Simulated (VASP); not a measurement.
Fe5Pt:

```
Fe Pt
1.0
     2.54495    0.00000    0.00000
    -1.27247    2.20399    0.00000
     0.00000    0.00000   12.97050
Fe Pt
5 1
Direct
  0.33333 0.66667 0.66667
  0.33333 0.66667 0.00000
  0.33333 0.66667 0.33333
  0.66667 0.33333 0.83333
  0.66667 0.33333 0.16667
  0.66667 0.33333 0.50000
```

| Property | Result |
| --- | --- |
| Program | VASP 6.6.1 |
| Task | relaxation of cell and atoms |
| Functional | PBE |
| Potentials or basis | VASP PAW PBE potentials, release 64 (Fe, Pt) |
| Cutoff | 600 eV |
| k mesh | 6 × 6 × 2 |
| Occupations | gaussian, width 0.1 eV |
| Spin | collinear spin, ferrimagnetic start |
| Starting moments | [4.0, -4.0, -4.0, 4.0, 4.0, 0.0] μB |

At the start: pressure 6.2 GPa; volume 12.13 Å³/atom.

**Question.** Where does the relaxation end?

**Answer.** Over 12 steps the energy falls by 50.1 meV/atom; space group P-6m2 (No. 187, to 0.1 Å) before, P3m1 (No. 156, to 0.1 Å); moment 2.03 μB per cell.

The path:
```tsv
step	energy change (eV)	largest force (eV/Å)	pressure (GPa)	volume (Å³)
1	0.0000	1.1384	6.15	72.75
2	-0.0815	0.4783	-7.59	77.72
3	-0.1305	0.7086	-2.98	75.73
4	-0.2062	0.5200	-1.61	74.42
5	-0.2482	0.5362	0.88	72.54
6	-0.2860	0.3511	0.43	72.66
7	-0.2920	0.2842	0.22	72.72
8	-0.2997	0.0652	-0.56	72.98
9	-0.2997	0.0511	-0.62	73.00
10	-0.2994	0.0751	0.88	72.39
11	-0.3004	0.0417	0.05	72.72
12	-0.3006	0.0126	0.02	72.72
```

Final structure:
```yaml
crystal:
  lattice:
    - [2.59029, 0.00000, 0.00000]
    - [-1.29514, 2.24325, 0.00000]
    - [0.00000, 0.00000, 12.51468]
  atoms:
    - { symbol: Fe, position: [0.33333, 0.66667, 0.67658] }
    - { symbol: Fe, position: [0.33333, 0.66667, 0.00323] }
    - { symbol: Fe, position: [0.33333, 0.66667, 0.31883] }
    - { symbol: Fe, position: [0.66667, 0.33333, 0.84593] }
    - { symbol: Fe, position: [0.66667, 0.33333, 0.15851] }
    - { symbol: Pt, position: [0.66667, 0.33333, 0.49691] }
```

Caveat: the k points lie up to 0.47 Å⁻¹ apart in the final cell, too coarse for converged energies and pressures of a metal.
